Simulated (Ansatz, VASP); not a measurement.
**Two plane-wave programs on YbBe5**

```
CELL_PARAMETERS angstrom
0.00000 3.19599 3.19599
3.19599 0.00000 3.19599
3.19599 3.19599 0.00000
ATOMIC_POSITIONS crystal
Yb 0.00000 0.00000 0.00000
Be 0.25000 0.25000 0.25000
Be 0.12959 0.62347 0.62347
Be 0.62347 0.62347 0.62347
Be 0.62347 0.62347 0.12959
Be 0.62347 0.12959 0.62347
```

Change from the starting cell: species swapped into the ZrNi5 type (F-43m, No. 216).

Alike in both runs: task relaxation of cell and atoms; functional PBE; k mesh 6 × 6 × 6; occupations gaussian, width 0.1 eV; no spin polarisation.

|  | VASP | Ansatz |
| --- | --- | --- |
| version | VASP 6.6.1 | Ansatz 0.2.0 |
| potentials or method | VASP PAW PBE potentials, release 64 (Yb, Be), cutoff 600 eV | scalar-relativistic, plane waves, PAW |
| valence electrons in the cell | 34 | 34 |

VASP gave:

* gap on the k mesh at the Fermi level, each at its own relaxed structure (eV): none
* relaxed volume (Å³/atom): 11.57
* relaxed cell length with the largest relative difference (Å): 4.614

Task: Which values does Ansatz return?

Result: gap on the k mesh at the Fermi level, each at its own relaxed structure (eV): none; relaxed volume (Å³/atom): 11.57; relaxed cell length with the largest relative difference (Å): 4.613.

A gap of «none» marks a metal or a gap that the smearing closes.

Neither program's run includes spin-orbit coupling.
